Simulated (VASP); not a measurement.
# Si32AsC31 (a cell with a defect) in VASP: single point with PBEsol

Aim: the single point of Si32AsC31 (a cell with a defect) with PBEsol.

Everything below comes from runs of VASP 6.6.1. Logs are shortened: lines on timing, memory, paths and dates and some standing lists are left out, and cuts for length are marked.

## Step 1: The cell of the first run

The cell holds a defect, 64 atoms: a = 8.714 Å, b = 8.714 Å, c = 8.714 Å, α = 90.00°, β = 90.00°, γ = 90.00°.

## Step 2: Single point, PBEsol, collinear spin

Contents of INCAR:

```
ALGO = Normal
EDIFF = 1E-6
ENCUT = 520
GGA = PS
GGA_COMPAT = False
ISIF = 2
ISMEAR = -1
ISPIN = 2
ISYM = 0
LASPH = True
LCHARG = True
LELF = True
LORBIT = 11
LREAL = Auto
LVHAR = True
LWAVE = False
MAGMOM = 0 0 0 0 0 0 0 0.2 0 0 0 0 0 0 0 0.2 0 0 0 0 0 0 0 0.2 0 0 0 0 0 0 0 0.2 0 0 0 0 0 0 0 0 0 0 0 0 0 0 0 0 0 0 0 0 0 0 0 0 0 0 0 0 0 0 0 0.2
NBANDS = 170
NELECT = 255.0
NELM = 200
PREC = Accurate
SIGMA = 0.05
```

Contents of KPOINTS:

```
Automatic mesh
0
Gamma
  1 1 1
  0.25 0.25 0.25
```

Contents of POSCAR:

```
Si32AsC31
1.0
    8.7137060000      0.0000000000      0.0000000000
    0.0000000000      8.7137060000      0.0000000000
    0.0000000000      0.0000000000      8.7137060000
Si C As
32 31 1
Direct
    0.0005060000      0.0000640000      0.9998830000
    0.0033930000      0.0030140000      0.4990770000
    0.0030840000      0.4989930000      0.0026820000
    0.0021690000      0.4992840000      0.4997110000
    0.4993180000      0.0025820000      0.0025560000
    0.4996580000      0.0016450000      0.4998800000
    0.5000600000      0.4998690000      0.0012520000
    0.4788810000      0.4785000000      0.4784130000
    0.2500540000      0.2495860000      0.9998970000
    0.2468500000      0.2464660000      0.4988410000
    0.2470150000      0.7511180000      0.0026560000
    0.2489660000      0.7496070000      0.4996040000
    0.7517420000      0.2467220000      0.0026530000
    0.7498520000      0.2485480000      0.4995690000
    0.7499960000      0.7497400000      0.0012670000
    0.7718520000      0.7710630000      0.4796170000
    0.2501400000      0.0000590000      0.2494600000
    0.2468480000      0.0029620000      0.7504230000
    0.2470670000      0.4988110000      0.2466370000
    0.2487820000      0.4993850000      0.7496170000
    0.7517480000      0.0029550000      0.2466440000
    0.7500660000      0.0015440000      0.7500660000
    0.7495470000      0.4993200000      0.2482460000
    0.7720300000      0.4798170000      0.7701250000
    0.0004960000      0.2497210000      0.2494780000
    0.0034450000      0.2464570000      0.7504150000
    0.0034480000      0.7510850000      0.2465750000
    0.0020370000      0.7498380000      0.7500880000
    0.4991620000      0.2467610000      0.2467260000
    0.4996560000      0.2482810000      0.7494700000
    0.4995990000      0.7491650000      0.2481590000
    0.4802520000      0.7712660000      0.7701850000
    0.1248190000      0.1246240000      0.1250580000
    0.1250590000      0.1248050000      0.6249490000
    0.1249680000      0.6244940000      0.1250070000
    0.1251200000      0.6247980000      0.6250250000
    0.6246790000      0.1246930000      0.1249770000
    0.6251290000      0.1247870000      0.6250260000
    0.6251490000      0.6248490000      0.1248710000
    0.3745540000      0.3742650000      0.1246470000
    0.3699800000      0.3696990000      0.6252900000
    0.3747160000      0.8751560000      0.1251990000
    0.3698390000      0.8798940000      0.6246220000
    0.8753880000      0.3745090000      0.1252030000
    0.8801160000      0.3696840000      0.6245460000
    0.8753650000      0.8750440000      0.1249500000
    0.8798010000      0.8795000000      0.6259050000
    0.3745050000      0.1246240000      0.3743820000
    0.3745900000      0.1248850000      0.8754500000
    0.3699630000      0.6250300000      0.3698710000
    0.3702530000      0.6241670000      0.8796090000
    0.8753900000      0.1249030000      0.3747640000
    0.8755760000      0.1246670000      0.8754260000
    0.8793990000      0.6239420000      0.3706750000
    0.8800200000      0.6256620000      0.8798930000
    0.1249730000      0.3741880000      0.3743520000
    0.1251230000      0.3743210000      0.8754600000
    0.1251370000      0.8751310000      0.3747250000
    0.1249020000      0.8753680000      0.8755150000
    0.6252840000      0.3696790000      0.3698710000
    0.6242800000      0.3702970000      0.8792960000
    0.6241140000      0.8788970000      0.3708350000
    0.6259050000      0.8797950000      0.8799850000
    0.6237720000      0.6236680000      0.6244270000
```

Potentials or basis: VASP PAW PBE potentials, release 64 (Si, C, As).

Launch:

```
$ cat potpaw_PBE.64/Si/POTCAR potpaw_PBE.64/C/POTCAR potpaw_PBE.64/As/POTCAR > POTCAR
$ mpirun -np 1 vasp_std > vasp.out
```

OUTCAR:

```text
EDIFF = 1E-6
   ENCUT = 520
   GGA = PS
   ISIF = 2
   ISMEAR = -1
   ISPIN = 2
   ISYM = 0
   LASPH = True
   LORBIT = 11
   LREAL = Auto
   NELECT = 255.0
   NELM = 200
   PREC = Accurate

 ion  position               nearest neighbor table
   1  0.001  0.000  1.000-  59 1.88  53 1.88  33 1.88  46 1.89  13 3.05  11 3.05  21 3.05  27 3.05
                            18 3.06  26 3.06   9 3.08  17 3.08  25 3.08  28 3.08  22 3.08  15 3.09
   2  0.003  0.003  0.499-  34 1.86  47 1.88  58 1.88  52 1.88  16 2.86  10 3.00  26 3.05  18 3.05
                            25 3.06  17 3.06  12 3.07  14 3.08  21 3.11  28 3.11  22 3.11  27 3.11
   3  0.003  0.499  0.003-  35 1.86  55 1.87  57 1.88  44 1.89  24 2.86  19 3.01  27 3.06  25 3.06
                            11 3.06   9 3.06  20 3.07  23 3.08  28 3.10  13 3.10  15 3.10  26 3.11
   4  0.002  0.499  0.500-  56 1.88  36 1.88  54 1.89  45 1.89  20 3.06  12 3.06  10 3.07  19 3.07
                            25 3.08  28 3.09  24 3.10  14 3.10  26 3.10  23 3.11  16 3.11  27 3.11
   5  0.499  0.003  0.003-  37 1.86  63 1.87  49 1.88  42 1.89  32 2.86  29 3.01  17 3.06   9 3.06
                            21 3.06  13 3.06  30 3.07  31 3.08  22 3.10  15 3.10  11 3.10  18 3.11
   6  0.500  0.002  0.500-  48 1.88  38 1.88  62 1.89  43 1.89  30 3.06  14 3.06  10 3.07  29 3.07
                            17 3.08  22 3.08  12 3.10  32 3.10  18 3.10  31 3.11  16 3.11  21 3.11
   7  0.500  0.500  0.001-  39 1.88  40 1.88  61 1.89  51 1.89  31 3.06  23 3.06  19 3.07  29 3.07
                            15 3.08   9 3.08  20 3.10  30 3.10  11 3.11  13 3.11  32 3.11  24 3.11
   8  0.479  0.478  0.478-  60 1.85  50 1.85  41 1.85  64 2.19  29 2.86  19 2.86  10 2.86  23 3.10
                            31 3.10  14 3.10  12 3.10  30 3.10  20 3.10
   9  0.250  0.250  1.000-  49 1.88  40 1.88  57 1.88  33 1.89  29 3.06  19 3.06  26 3.06  18 3.06
[... 77 lines left out ...]
  63  0.626  0.880  0.880-  32 1.85   5 1.87  15 1.89  22 1.89
  64  0.624  0.624  0.624-   8 2.19  32 2.20  24 2.20  16 2.22

IMPORTANT INFORMATION: All symmetrisations will be switched off!
NOSYMM: (Re-)initialisation of all symmetry stuff for point group C_1.

----------------------------------------------------------------------------------------

                                     Primitive cell

  volume of cell :     661.6201

  direct lattice vectors                    reciprocal lattice vectors
     8.713706000  0.000000000  0.000000000     0.114761733  0.000000000  0.000000000
     0.000000000  8.713706000  0.000000000     0.000000000  0.114761733  0.000000000
     0.000000000  0.000000000  8.713706000     0.000000000  0.000000000  0.114761733

  length of vectors
     8.713706000  8.713706000  8.713706000     0.114761733  0.114761733  0.114761733

  position of ions in fractional coordinates (direct lattice)
     0.000506000  0.000064000  0.999883000
     0.003393000  0.003014000  0.499077000
     0.003084000  0.498993000  0.002682000
     0.002169000  0.499284000  0.499711000
     0.499318000  0.002582000  0.002556000
     0.499658000  0.001645000  0.499880000
[... 56 lines left out ...]
     0.625905000  0.879795000  0.879985000
     0.623772000  0.623668000  0.624427000

  ion indices of the primitive-cell ions
   primitive index   ion index
                 1           1
                 2           2
                 3           3
                 4           4
                 5           5
                 6           6
[... 56 lines left out ...]
                63          63
                64          64

----------------------------------------------------------------------------------------

 KPOINTS: Automatic mesh

Automatic generation of k-mesh.
 Grid dimensions read from file:
 generate k-points for:    1    1    1

 Generating k-lattice:

  Cartesian coordinates                     Fractional coordinates (reciprocal lattice)
     0.114761733  0.000000000  0.000000000     1.000000000  0.000000000  0.000000000
     0.000000000  0.114761733  0.000000000     0.000000000  1.000000000  0.000000000
[... 37 lines left out ...]
   EDIFF  = 0.1E-05   stopping-criterion for ELM
   LREAL  =      T    real-space projection
   EDIFFG = 0.1E-04   stopping-criterion for IOM
   NSW    =      0    number of steps for IOM
   IBRION =     -1    ionic relax: 0-MD 1-quasi-New 2-CG
   NFREE  =      0    steps in history (QN), initial steepest desc. (CG)
   ISIF   =      2    stress and relaxation
   ISYM   =      0    0-nonsym 1-usesym 2-fastsym
   POTIM  = 0.5000    time-step for ionic-motion
   TEBEG  =    0.0;   TEEND  =   0.0 temperature during run
   PSTRESS=    0.0 pullay stress
   NELECT =     255.0000    total number of electrons
   NUPDOWN=      -1.0000    fix difference up-down
   EMIN   =  10.00;   EMAX   =-10.00  energy-range for DOS
   EFERMI =   0.00;   METHOD = LEGACY
   ISMEAR =    -1;   SIGMA  =   0.05  broadening in eV -4-tet -1-fermi 0-gaus
   EFERMI_NEDOS =   21; number of points for ismear=-14 and -15
   IALGO  =     38    algorithm
   IMIX   =      4    mixing-type and parameters
     AMIX     =   0.40;   BMIX     =  1.00
     AMIX_MAG =   1.60;   BMIX_MAG =  1.00
  volume/ion in A,a.u.               =      10.34        69.76
  Fermi-wavevector in a.u.,A,eV,Ry     =   1.191385  2.251390 19.312073  1.419397
  Thomas-Fermi vector in A             =   2.327447
   LORBIT       =     11    0 simple, 1 ext, 2 COOP (PROOUT), +10 PAW based schemes
   GGA     = PS    functional components
   LHFCALC =     F    Hartree Fock is set to
   AEXX    =    0.0000 exact exchange contribution
   IVDW    =     0    specifies the selected vdW correction
   LEPSILON=     F    determine dielectric tensor
   LRPA    =     F    only Hartree local field effects (RPA)
 spin polarized calculation
  energy-cutoff  :      520.00
  volume of cell :      661.62
 maximum number of plane-waves:     17779
 NGX is ok and might be reduce to    70
   NGX = 33   NGY = 33   NGZ = 33

 number of electron     254.9999976 magnetization      -0.0001958

 number of electron     254.9999976 magnetization       0.0001004

 Free energy of the ion-electron system (eV)
  ---------------------------------------------------
  ext. energy  EPLUGINS =         0.00000000
  ---------------------------------------------------
  free energy    TOTEN  =      -519.23275626 eV

  energy without entropy =     -519.12337712  energy(sigma->0) =     -519.17806669

 E-fermi :   8.1645     XC(G=0): -11.5232

 val. band max:        8.1402822053   @ k =   0.2500   0.2500   0.2500
 cond. band min:      10.0703302670   @ k =  -0.2500  -0.2500   0.2500
 fundamental gap:      1.9300480617
 Fermi energy:         8.1645231983

 spin component 1

 k-point     1 :       0.2500    0.2500    0.2500
  band No.  band energies     occupation
      1      -7.0044      1.00000
      2      -6.2052      1.00000
      3      -6.2019      1.00000
      4      -6.2009      1.00000
      5      -5.4342      1.00000
      6      -5.4309      1.00000
[... 557 lines left out ...]
    138      12.3973      0.00000
    139      12.4011      0.00000
 Fermi energy:         8.1645231983

 spin component 2

 k-point     1 :       0.2500    0.2500    0.2500
  band No.  band energies     occupation
      1      -7.0044      1.00000
      2      -6.2052      1.00000
      3      -6.2019      1.00000
      4      -6.2009      1.00000
      5      -5.4342      1.00000
      6      -5.4309      1.00000
[... 557 lines left out ...]
    138      12.3973      0.00000
    139      12.4011      0.00000
 [bands above 139 left out]

------------------------ aborting loop because EDIFF is reached ----------------------------------------

  FORCE on cell =-STRESS in cart. coord.  units (eV):
  Direction    XX          YY          ZZ          XY          YZ          ZX
  --------------------------------------------------------------------------------------
  -------------------------------------------------------------------------------------
  Total       -1.0895400     -1.2205085     -1.4375628     -1.1009667      1.6026271      0.8222622
  in kB       -2.6384269     -2.9555799     -3.4811979     -2.6660977      3.8809171      1.9911877
  external PRESSURE =      -3.0250682 kB  Pullay stress =       0.0000000 kB

 VOLUME and BASIS-vectors are now :
 -----------------------------------------------------------------------------
  energy-cutoff  :      520.00
  volume of cell :      661.62
      direct lattice vectors                 reciprocal lattice vectors
     8.713706000  0.000000000  0.000000000     0.114761733  0.000000000  0.000000000
     0.000000000  8.713706000  0.000000000     0.000000000  0.114761733  0.000000000
     0.000000000  0.000000000  8.713706000     0.000000000  0.000000000  0.114761733

 POSITION                                       TOTAL-FORCE (eV/Angst)
 -----------------------------------------------------------------------------------
      0.00441      0.00056      8.71269        -0.049472     -0.017805      0.047364
      0.02957      0.02626      4.34881        -0.040469     -0.023619     -0.025199
      0.02687      4.34808      0.02337         0.017488     -0.021174      0.072585
      0.01890      4.35061      4.35433        -0.080871      0.065192      0.022885
      4.35091      0.02250      0.02227        -0.021682      0.058077      0.095790
      4.35387      0.01433      4.35581         0.056052     -0.060557     -0.000232
[... 56 lines left out ...]
      5.45395      7.66627      7.66793         0.027814     -0.018361     -0.054139
      5.43537      5.43446      5.44107         0.201112      0.141042     -0.006285
 -----------------------------------------------------------------------------------
    total drift:                                0.026281      0.025314      0.015449

  FREE ENERGIE OF THE ION-ELECTRON SYSTEM (eV)
  ---------------------------------------------------
  free  energy   TOTEN  =      -519.2327562607 eV

  energy  without entropy=     -519.1233771217  energy(sigma->0) =     -519.17806669

 total charge

# of ion       s       p       d       tot
------------------------------------------
    1        0.707   0.970   0.000   1.676
    2        0.708   0.978   0.000   1.686
    3        0.708   0.979   0.000   1.687
    4        0.705   0.963   0.000   1.668
    5        0.708   0.980   0.000   1.688
    6        0.705   0.963   0.000   1.668
[... 56 lines left out ...]
   63        0.836   1.701   0.000   2.537
   64        1.209   1.893   0.075   3.177
--------------------------------------------------
tot         49.785  85.747   0.075 135.607

 magnetization (x)

# of ion       s       p       d       tot
------------------------------------------
    1       -0.000  -0.000   0.000  -0.000
    2       -0.000   0.000   0.000   0.000
    3        0.000   0.000   0.000   0.000
    4        0.000   0.000   0.000   0.000
    5        0.000   0.000   0.000   0.000
    6        0.000   0.000   0.000   0.000
[... 56 lines left out ...]
   63        0.000   0.000   0.000   0.000
   64       -0.000  -0.000   0.000  -0.000
--------------------------------------------------
tot          0.000   0.000   0.000   0.000
```

Wall time 52 min (1 thread of Intel Xeon 8259CL, shared host); peak memory 1.3 GiB.

What came out:

```
Free energy                                           : -519.2328 eV
Largest force                                         : 0.246 eV/Å
Net moment                                            : 0.00 μB per cell
Valence electrons inside the program's atomic spheres : Si 1.68, 1.69, 1.67, 1.73 (each value once); C 2.53, 2.57, 2.56, 2.54, 2.52 (each value once); As 3.18
```

Forces in eV/Å, atoms in the order of the input:
```
Si  -0.049 -0.018  0.047
Si  -0.040 -0.024 -0.025
Si   0.017 -0.021  0.073
Si  -0.081  0.065  0.023
Si  -0.022  0.058  0.096
Si   0.056 -0.061  0.000
Si  -0.001 -0.017 -0.015
Si  -0.054 -0.059 -0.040
Si  -0.032 -0.007  0.040
Si   0.010  0.020 -0.041
Si   0.017 -0.075  0.051
Si  -0.062  0.033  0.064
Si  -0.153  0.032  0.038
Si   0.039 -0.042  0.069
Si   0.035  0.028  0.052
Si  -0.158 -0.088 -0.072
Si  -0.037 -0.022  0.043
Si   0.024 -0.009  0.111
Si  -0.037 -0.029 -0.015
Si  -0.029  0.073  0.074
Si  -0.169 -0.048  0.078
Si   0.026  0.004  0.013
Si   0.087  0.090  0.034
Si  -0.140 -0.148  0.105
Si  -0.047 -0.017  0.040
Si  -0.046  0.047  0.103
Si  -0.073 -0.096  0.083
Si  -0.016  0.017  0.010
Si  -0.026 -0.045 -0.033
Si   0.081  0.005  0.095
Si   0.091  0.105  0.047
Si  -0.183 -0.062  0.113
C    0.051  0.023 -0.040
C    0.003 -0.024 -0.023
C    0.021  0.064 -0.059
C    0.034 -0.030 -0.042
C    0.099  0.001 -0.050
C   -0.031  0.016 -0.045
C   -0.036 -0.040 -0.016
C    0.012  0.011  0.009
C   -0.010 -0.015 -0.032
C   -0.020 -0.012 -0.049
C    0.060 -0.023 -0.078
C    0.019 -0.027 -0.036
C    0.010  0.024 -0.095
C    0.037  0.013 -0.071
C    0.061  0.046  0.047
C   -0.008  0.022 -0.004
C   -0.021 -0.017 -0.067
C   -0.001  0.000 -0.010
C    0.036  0.065 -0.047
C    0.038  0.027 -0.038
C    0.031 -0.015 -0.061
C    0.080  0.000 -0.083
C    0.017  0.026 -0.034
C    0.031 -0.014 -0.014
C    0.011 -0.025 -0.059
C    0.044  0.017 -0.041
C    0.008  0.007 -0.058
C    0.012  0.003 -0.002
C    0.098 -0.007 -0.014
C    0.057  0.074 -0.087
C    0.028 -0.018 -0.054
As   0.201  0.141 -0.006
```

Caveat: the cell carries a net charge on a neutralising background, which shifts energy and pressure; the cell is charged against a uniform background, so pressure and absolute levels hang on convention; the PAW data sets were made with another functional, which shifts forces and pressure a little.
